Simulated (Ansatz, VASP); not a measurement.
## Two plane-wave programs on K3Sc

```
K Sc
1.0
     5.98961    0.00000    0.00000
     0.00000    5.98961    0.00000
     0.00000    0.00000    5.98961
K Sc
3 1
Direct
  0.00000 0.50000 0.50000
  0.50000 0.00000 0.50000
  0.50000 0.50000 0.00000
  0.00000 0.00000 0.00000
```

Alike in both runs: functional PBE; k mesh 8 × 8 × 8; occupations gaussian, width 0.1 eV; no spin polarisation.

Ansatz relaxed the structure, and its values are those at the end. VASP's run is a single point on that final structure, the one shown.

|  | VASP | Ansatz |
| --- | --- | --- |
| version | VASP 6.6.1 | Ansatz 0.2.0 |
| potentials or method | VASP PAW PBE potentials, release 64 (K_sv, Sc_sv), cutoff 520 eV | scalar-relativistic, plane waves, PAW |
| valence electrons in the cell | 38 | 38 |

|  | VASP | Ansatz | Ansatz less VASP |
| --- | --- | --- | --- |
| gap on the k mesh at the Fermi level (eV) | none | none | - |
| pressure (GPa) | 0.0 | 0.0 | +0.01 |

A gap of «none» marks a metal or a gap that the smearing closes. With one functional, cell and mesh, what is left measures potentials, basis and numerics.
